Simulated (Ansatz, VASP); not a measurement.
SnO: VASP beside Ansatz

```
CELL_PARAMETERS angstrom
2.71251 -2.71250 0.00000
2.71251 2.71250 0.00000
0.00000 0.00000 9.51785
ATOMIC_POSITIONS crystal
Sn 0.99989 0.00011 0.00023
Sn 0.00011 0.99989 0.50023
Sn 0.50013 0.49987 0.25677
Sn 0.49987 0.50013 0.75677
O 0.00018 0.49981 0.37850
O 0.99982 0.50019 0.87850
O 0.50019 0.99982 0.37850
O 0.49981 0.00018 0.87850
```

Alike in both runs: functional PBE; dispersion D3(BJ); k mesh 10 × 10 × 4; occupations gaussian, width 0.1 eV; no spin polarisation.

Ansatz relaxed the structure, and its values are those at the end. VASP's run is a single point on that final structure, the one shown.

```csv
,VASP,Ansatz
version,VASP 6.6.1,Ansatz 0.2.0
potentials or method,"VASP PAW PBE potentials, release 64 (Sn_d, O), cutoff 520 eV","scalar-relativistic, plane waves, PAW"
valence electrons in the cell,80,80
```

```tsv
	VASP	Ansatz	Ansatz less VASP
gap on the k mesh at the Fermi level (eV)	none	none	-
pressure (GPa)	0.3	0.0	-0.21
rms of the force components (eV/Å)	0.034	0.002	-0.0324
```

A gap of «none» marks a metal or a gap that the smearing closes.
